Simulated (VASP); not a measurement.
# I (Cmce) in VASP: notebook

The runs below take I through single point, with PBE.

Everything below comes from runs of VASP 6.6.1. Logs are shortened: lines on timing, memory, paths and dates and some standing lists are left out, and cuts for length are marked.

### Step 1. The cell of the first run

Symmetry: Cmce, No. 64, orthorhombic system. Conventional cell: a = 9.076 Å, b = 4.673 Å, c = 9.929 Å, α = 90.00°, β = 90.00°, γ = 90.00°. Within 3.7 Å of I (site symmetry m) lie 3 I at 2.84 to 3.45 Å.

### Step 2. Single point, PBE (volume changed by +3%)

The input, INCAR:

```
ALGO = Normal
EDIFF = 1E-6
ENCUT = 520
GGA = PE
ISIF = 2
ISMEAR = 0
LASPH = T
LCHARG = T
LELF = T
LREAL = F
LVHAR = T
LWAVE = F
NBANDS = 22
NELM = 100
PREC = Accurate
SIGMA = 0.01
```

The input, KPOINTS:

```
k-points
0
Gamma
  6 6 2
```

The input, POSCAR:

```
I
1.0
    4.5379099502     -2.3366359498      0.0000000000
    4.5379099502      2.3366359498      0.0000000000
    0.0000000000      0.0000000000      9.9294032737
I
4
Direct
    0.8417984967      0.1582015033      0.8779801343
    0.3417984967      0.6582015033      0.6220198657
    0.1582015033      0.8417984967      0.1220198657
    0.6582015033      0.3417984967      0.3779801343
```

Potentials or basis: VASP PAW PBE potentials, release 64 (I).

Started as:

```console
> cat potpaw_PBE.64/I/POTCAR > POTCAR
> mpirun -np 1 vasp_std > vasp.out
```

OUTCAR:

```text
EDIFF = 1E-6
   ENCUT = 520
   GGA = PE
   ISIF = 2
   ISMEAR = 0
   LASPH = T
   LREAL = F
   NELM = 100
   PREC = Accurate

 ion  position               nearest neighbor table
   1  0.842  0.158  0.878-   3 2.84   2 3.45   2 3.45
   2  0.342  0.658  0.622-   4 2.84   1 3.45   1 3.45
   3  0.158  0.842  0.122-   1 2.84   4 3.45   4 3.45
   4  0.658  0.342  0.378-   2 2.84   3 3.45   3 3.45

  LATTYP: Found a base centered orthorhombic cell.
 ALAT       =     4.6732718996
 B/A-ratio  =     1.9420697309
 C/A-ratio  =     2.1247219265

  Lattice vectors:

 A1 = (  -4.5379099502,  -2.3366359498,   0.0000000000)
 A2 = (   4.5379099502,  -2.3366359498,   0.0000000000)
 A3 = (   0.0000000000,   0.0000000000,   9.9294032737)

Analysis of symmetry for initial positions (statically):
=====================================================================
 Subroutine PRICEL returns:
 Original cell was already a primitive cell.

 Routine SETGRP: Setting up the symmetry group for a
 base centered orthorhombic supercell.

 Subroutine GETGRP returns: Found  8 space group operations
 (whereof  4 operations were pure point group operations)
 out of a pool of  8 trial point group operations.

The static configuration has the point symmetry C_2h.
 The point group associated with its full space group is D_2h.

Analysis of symmetry for dynamics (positions and initial velocities):
=====================================================================
 Subroutine PRICEL returns:
 Original cell was already a primitive cell.

 Routine SETGRP: Setting up the symmetry group for a
 base centered orthorhombic supercell.

 Subroutine GETGRP returns: Found  8 space group operations
 (whereof  4 operations were pure point group operations)
 out of a pool of  8 trial point group operations.

The dynamic configuration has the point symmetry C_2h.
 The point group associated with its full space group is D_2h.

 Subroutine INISYM returns: Found  8 space group operations
 (whereof  4 operations are pure point group operations),
 and found     1 'primitive' translations

----------------------------------------------------------------------------------------

                                     Primitive cell

  volume of cell :     210.5717

  direct lattice vectors                    reciprocal lattice vectors
     4.537909950 -2.336635950  0.000000000     0.110182883 -0.213982841  0.000000000
     4.537909950  2.336635950  0.000000000     0.110182883  0.213982841  0.000000000
     0.000000000  0.000000000  9.929403274     0.000000000  0.000000000  0.100710987

  length of vectors
     5.104164405  5.104164405  9.929403274     0.240684283  0.240684283  0.100710987

  position of ions in fractional coordinates (direct lattice)
     0.841798497  0.158201503  0.877980134
     0.341798497  0.658201503  0.622019866
     0.158201503  0.841798497  0.122019866
     0.658201503  0.341798497  0.377980134

  ion indices of the primitive-cell ions
   primitive index   ion index
                 1           1
                 2           2
                 3           3
                 4           4

----------------------------------------------------------------------------------------

 KPOINTS: k-points

Automatic generation of k-mesh.
 Grid dimensions read from file:
 generate k-points for:    6    6    2

 Generating k-lattice:

  Cartesian coordinates                     Fractional coordinates (reciprocal lattice)
     0.018363814 -0.035663807  0.000000000     0.166666667 -0.000000000  0.000000000
     0.018363814  0.035663807  0.000000000    -0.000000000  0.166666667  0.000000000
     0.000000000  0.000000000  0.050355493     0.000000000  0.000000000  0.500000000

  Length of vectors
     0.040114047  0.040114047  0.050355493

  Shift w.r.t. Gamma in fractional coordinates (k-lattice)
     0.000000000  0.000000000  0.000000000

 Subroutine IBZKPT returns following result:
 ===========================================

 Found     26 irreducible k-points:

 Following reciprocal coordinates:
            Coordinates               Weight
  0.000000  0.000000  0.000000      1.000000
  0.166667  0.000000  0.000000      4.000000
  0.333333 -0.000000  0.000000      4.000000
  0.500000 -0.000000  0.000000      2.000000
  0.166667  0.166667  0.000000      2.000000
  0.333333  0.166667  0.000000      4.000000
[... 16 lines left out ...]
  0.333333  0.333333  0.500000      2.000000
  0.500000  0.333333  0.500000      4.000000
 [... further k-points ...]
   k-points           NKPTS =     26   k-points in BZ     NKDIM =     26   number of bands    NBANDS=     22
   number of dos      NEDOS =    301   number of ions     NIONS =      4
   total plane-waves  NPLWV = 128000
   dimension x,y,z NGX =    40 NGY =   40 NGZ =   80
   dimension x,y,z NGXF=    80 NGYF=   80 NGZF=  160
   ions per type =               4
   NGX,Y,Z   is equivalent  to a cutoff of  13.03, 13.03, 13.39 a.u.
   NGXF,Y,Z  is equivalent  to a cutoff of  26.06, 26.06, 26.79 a.u.
 SYSTEM =  unknown system
   PREC   = accura    normal or accurate (medium, high low for compatibility)
   ISTART =      0    job   : 0-new  1-cont  2-samecut
   ICHARG =      2    charge: 1-file 2-atom 10-const
   ISPIN  =      1    spin polarized calculation?
   LNONCOLLINEAR =      F non collinear calculations
   LSORBIT =      F    spin-orbit coupling
   LASPH  =      T    aspherical Exc in radial PAW
   ENCUT  =  520.0 eV  38.22 Ry    6.18 a.u.   9.49  9.49 18.46*2*pi/ulx,y,z
   NELM   =    100;   NELMIN=  2; NELMDL= -5     # of ELM steps
   EDIFF  = 0.1E-05   stopping-criterion for ELM
   LREAL  =      F    real-space projection
   EDIFFG = 0.1E-04   stopping-criterion for IOM
   NSW    =      0    number of steps for IOM
   IBRION =     -1    ionic relax: 0-MD 1-quasi-New 2-CG
   NFREE  =      0    steps in history (QN), initial steepest desc. (CG)
   ISIF   =      2    stress and relaxation
   ISYM   =      2    0-nonsym 1-usesym 2-fastsym
   POTIM  = 0.5000    time-step for ionic-motion
   TEBEG  =    0.0;   TEEND  =   0.0 temperature during run
   PSTRESS=    0.0 pullay stress
   NELECT =      28.0000    total number of electrons
   NUPDOWN=      -1.0000    fix difference up-down
   EMIN   =  10.00;   EMAX   =-10.00  energy-range for DOS
   EFERMI =   0.00;   METHOD = LEGACY
   ISMEAR =     0;   SIGMA  =   0.01  broadening in eV -4-tet -1-fermi 0-gaus
   EFERMI_NEDOS =   21; number of points for ismear=-14 and -15
   IALGO  =     38    algorithm
   IMIX   =      4    mixing-type and parameters
     AMIX     =   0.40;   BMIX     =  1.00
     AMIX_MAG =   1.60;   BMIX_MAG =  1.00
  volume/ion in A,a.u.               =      52.64       355.25
  Fermi-wavevector in a.u.,A,eV,Ry     =   0.835592  1.579039  9.499773  0.698214
  Thomas-Fermi vector in A             =   1.949176
   LORBIT       =      0    0 simple, 1 ext, 2 COOP (PROOUT), +10 PAW based schemes
   GGA     = PE    functional components
   LHFCALC =     F    Hartree Fock is set to
   AEXX    =    0.0000 exact exchange contribution
   IVDW    =     0    specifies the selected vdW correction
   LEPSILON=     F    determine dielectric tensor
   LRPA    =     F    only Hartree local field effects (RPA)
 non-spin polarized calculation
 Gauss-broadening in eV      SIGMA  =   0.01
  energy-cutoff  :      520.00
  volume of cell :      210.57
 maximum number of plane-waves:      5709
 NGX is ok and might be reduce to    40
   NGX = 19   NGY = 19   NGZ = 37

 number of electron      28.0000002 magnetization

 Free energy of the ion-electron system (eV)
  ---------------------------------------------------
  ext. energy  EPLUGINS =         0.00000000
  ---------------------------------------------------
  free energy    TOTEN  =        -6.07559610 eV

  energy without entropy =       -6.07559610  energy(sigma->0) =       -6.07559610

 E-fermi :   0.8728     XC(G=0):  -7.0166

 val. band max:        0.8115330217   @ k =   0.0000   0.0000   0.0000
 cond. band min:       1.8124998424   @ k =   0.5000   0.5000   0.0000
 fundamental gap:      1.0009668207
 Fermi energy:         0.8727901495

 k-point     1 :       0.0000    0.0000    0.0000
  band No.  band energies     occupation
      1     -12.2528      2.00000
      2     -11.6473      2.00000
      3     -10.7937      2.00000
      4      -9.7672      2.00000
      5      -3.3104      2.00000
      6      -2.1096      2.00000
[... 14 lines left out ...]
     21       8.3065      0.00000
     22       8.5045      0.00000

 k-point     2 :       0.1667    0.0000    0.0000
  band No.  band energies     occupation
      1     -12.1775      2.00000
      2     -11.6414      2.00000
      3     -10.7368      2.00000
      4      -9.8586      2.00000
      5      -3.3129      2.00000
      6      -2.3891      2.00000
[... 14 lines left out ...]
     21       8.0168      0.00000
     22       8.3613      0.00000

 k-point     3 :       0.3333   -0.0000    0.0000
  band No.  band energies     occupation
      1     -11.9861      2.00000
      2     -11.6613      2.00000
      3     -10.5819      2.00000
      4     -10.0893      2.00000
      5      -3.3882      2.00000
      6      -3.0155      2.00000
[... 14 lines left out ...]
     21       8.1662      0.00000
     22       8.6921      0.00000
[... 476 lines left out ...]
 k-point    23 :       0.3333    0.3333    0.5000
  band No.  band energies     occupation
      1     -11.9892      2.00000
      2     -11.9892      2.00000
      3     -10.1928      2.00000
      4     -10.1928      2.00000
      5      -2.7733      2.00000
      6      -2.7733      2.00000
[... 14 lines left out ...]
     21       8.0235      0.00000
     22       8.0235      0.00000

 k-point    24 :       0.5000    0.3333    0.5000
  band No.  band energies     occupation
      1     -11.9311      2.00000
      2     -11.9311      2.00000
      3     -10.2231      2.00000
      4     -10.2231      2.00000
      5      -2.9265      2.00000
      6      -2.9265      2.00000
[... 14 lines left out ...]
     21       8.4468      0.00000
     22       8.4468      0.00000

 [... further k-points ...]

------------------------ aborting loop because EDIFF is reached ----------------------------------------

  FORCE on cell =-STRESS in cart. coord.  units (eV):
  Direction    XX          YY          ZZ          XY          YZ          ZX
  --------------------------------------------------------------------------------------
  -------------------------------------------------------------------------------------
  Total        0.0033752     -0.7307308     -1.3794815      0.0000000     -0.0000000      0.0000000
  in kB        0.0256806     -5.5599123    -10.4960619      0.0000000     -0.0000000      0.0000000
  external PRESSURE =      -5.3434312 kB  Pullay stress =       0.0000000 kB

 VOLUME and BASIS-vectors are now :
 -----------------------------------------------------------------------------
  energy-cutoff  :      520.00
  volume of cell :      210.57
      direct lattice vectors                 reciprocal lattice vectors
     4.537909950 -2.336635950  0.000000000     0.110182883 -0.213982841  0.000000000
     4.537909950  2.336635950  0.000000000     0.110182883  0.213982841  0.000000000
     0.000000000  0.000000000  9.929403274     0.000000000  0.000000000  0.100710987

 POSITION                                       TOTAL-FORCE (eV/Angst)
 -----------------------------------------------------------------------------------
      4.53791     -1.59732      8.71782         0.000000     -0.105160      0.112762
      4.53791      0.73932      6.17629         0.000000     -0.105160     -0.112762
      4.53791      1.59732      1.21158         0.000000      0.105160     -0.112762
      4.53791     -0.73932      3.75312         0.000000      0.105160      0.112762
 -----------------------------------------------------------------------------------
    total drift:                                0.000000     -0.000000      0.000000

  FREE ENERGIE OF THE ION-ELECTRON SYSTEM (eV)
  ---------------------------------------------------
  free  energy   TOTEN  =        -6.0755961015 eV

  energy  without entropy=       -6.0755961015  energy(sigma->0) =       -6.07559610
```

Wall time 1.7 min (1 thread of Intel Xeon Platinum 8488C (Sapphire Rapids), shared host); peak memory 0.37 GiB.

Results:

* Free energy: -6.0756 eV
* Pressure: -0.5 GPa
* Largest force: 0.154 eV/Å
* Band gap on the k mesh: 1.00 eV, indirect (least direct gap 1.02 eV)

Forces in eV/Å, atoms in the order of the input:
```
I    0.000 -0.105  0.113
I    0.000 -0.105 -0.113
I    0.000  0.105 -0.113
I    0.000  0.105  0.113
```

Stress tensor (GPa, compression positive):
```
 0.00  0.00  0.00
 0.00 -0.56  0.00
 0.00  0.00 -1.05
```

Levels at points of the mesh, in eV from the valence-band top:
| k point | band 12 | band 13 | band 14 | band 15 | band 16 | band 17 |
| --- | --- | --- | --- | --- | --- | --- |
| (0.00, 0.00, 0.00) | -0.72 | -0.54 | 0.00 | 1.02 | 1.79 | 4.70 |
| (0.50, 0.00, 0.00) | -1.35 | -0.66 | -0.66 | 2.03 | 2.03 | 5.59 |
| (0.50, 0.50, 0.00) | -1.27 | -0.57 | -0.13 | 1.00 | 1.73 | 5.32 |
| (0.00, 0.00, 0.50) | -0.85 | -0.28 | -0.28 | 1.24 | 1.24 | 5.15 |
| (0.50, 0.00, 0.50) | -0.68 | -0.04 | -0.04 | 1.34 | 1.34 | 5.91 |
| (0.50, 0.50, 0.50) | -0.91 | -0.64 | -0.64 | 1.22 | 1.22 | 6.21 |

Caveat: spin-orbit coupling is left out, which moves the levels of the heavy elements. A k mesh can miss the band edges.

### Step 3. Single point, PBE (volume changed by +6%)

The input, INCAR:

```
  ALGO = Normal
  EDIFF = 1E-7
  ENCUT = 520
  GGA = PE
  ISIF = 2
  ISMEAR = 0
  LASPH = True
  LCHARG = False
  LREAL = False
  LWAVE = False
  NBANDS = 22
  NELM = 60
  PREC = Accurate
  SIGMA = 0.01
```

KPOINTS is that of step 2.

The input, POSCAR:

```
I
1.0
    4.5815463766     -2.3591049815      0.0000000000
    4.5815463766      2.3591049815      0.0000000000
    0.0000000000      0.0000000000     10.0248841624
I
4
Direct
    0.8417984967      0.1582015033      0.8779801343
    0.3417984967      0.6582015033      0.6220198657
    0.1582015033      0.8417984967      0.1220198657
    0.6582015033      0.3417984967      0.3779801343
```

Potentials or basis: VASP PAW PBE potentials, release 64 (I).

Started as:

```console
> cat potpaw_PBE.64/I/POTCAR > POTCAR
> mpirun -np 1 vasp_std > vasp.out
```

Wall time 1.7 min (1 thread of Intel Xeon Platinum 8488C (Sapphire Rapids), shared host); peak memory 0.37 GiB.

Results (log left out):

* Free energy: -6.0468 eV
* Pressure: -1.0 GPa
* Largest force: 0.276 eV/Å
* Band gap on the k mesh: 0.95 eV, indirect (least direct gap 0.96 eV)

Forces on the atoms (eV/Å):
```
I    0.000 -0.191  0.199
I    0.000 -0.191 -0.199
I    0.000  0.191 -0.199
I    0.000  0.191  0.199
```

Stress tensor (GPa, compression positive):
```
-0.01  0.00  0.00
 0.00 -0.99  0.00
 0.00  0.00 -1.88
```

Levels at points of the mesh, in eV from the valence-band top:
```tsv
k point	band 10	band 11	band 12	band 13	band 14	band 15	band 16	band 17	band 18	band 19
(0.00, 0.00, 0.00)	-1.23	-1.20	-0.68	-0.51	0.00	0.96	1.72	4.74	5.43	5.60
(0.50, 0.00, 0.00)	-1.60	-1.30	-1.30	-0.62	-0.62	1.93	1.93	5.67	5.67	7.09
(0.50, 0.50, 0.00)	-1.45	-1.34	-1.22	-0.55	-0.12	0.95	1.66	5.41	6.39	6.71
(0.00, 0.00, 0.50)	-1.49	-0.82	-0.82	-0.27	-0.27	1.19	1.19	5.19	5.19	6.18
(0.50, 0.00, 0.50)	-1.63	-0.64	-0.64	-0.05	-0.05	1.28	1.28	5.98	5.98	6.56
(0.50, 0.50, 0.50)	-1.54	-0.87	-0.87	-0.60	-0.60	1.18	1.18	6.27	6.27	7.13
```

Caveat: spin-orbit coupling is left out, which moves the levels of the heavy elements. A k mesh can miss the band edges.
